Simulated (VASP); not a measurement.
A run of VASP 6.6.1:

Contents of INCAR:

```
PREC     = Accurate       # precision mode
ENCUT    = 600            # plane-wave cutoff, eV
EDIFF    = 1E-6           # SCF threshold, eV
ISMEAR   = 0              # smearing method
SIGMA    = 0.1            # smearing width, eV
LREAL    = F              # projectors in reciprocal space
LASPH    = T              # aspherical terms in the spheres
NELM     = 80             # most SCF steps
ALGO     = Normal         # electronic algorithm
ISIF     = 3              # what is computed and relaxed
LWAVE    = F              # write WAVECAR
LCHARG   = F              # write CHGCAR
GGA      = PE             # functional
IBRION   = 2              # ionic algorithm
NSW      = 90             # ionic steps
EDIFFG   = -0.04          # ionic threshold
```

The input KPOINTS:

```
regular mesh
0
Gamma
  6 6 4
```

Contents of POSCAR:

```
Ta2SiO2
1.0
    3.5636546200      0.0000000000      0.0000000000
   -1.7818273100      3.0862154300      0.0000000000
    0.0000000000      0.0000000000      4.9775965400
Ta Si O
2 1 2
Direct
    0.6666666700      0.3333333300      0.6155828900
    0.3333333300      0.6666666700      0.3844171100
    0.0000000000      0.0000000000      0.0000000000
    0.3333333300      0.6666666700      0.8695532600
    0.6666666700      0.3333333300      0.1304467400
```

Potentials or basis: VASP PAW PBE potentials, release 64 (Ta_pv, Si, O).

The run is started by

```console
$ cat potpaw_PBE.64/Ta_pv/POTCAR potpaw_PBE.64/Si/POTCAR potpaw_PBE.64/O/POTCAR > POTCAR
$ mpirun -np 1 vasp_std > vasp.out
```

Hardware: 1 thread of Intel(R) Xeon(R) 6975P-C (Granite Rapids), on a shared host.

Problem. Estimate the wall time of this run.

Solution. Wall time 13 min on 1 thread of Intel(R) Xeon(R) 6975P-C (Granite Rapids) (shared host), peak memory 0.2 GiB. Counts: scf iterations 654, k points 24, ion steps 82.
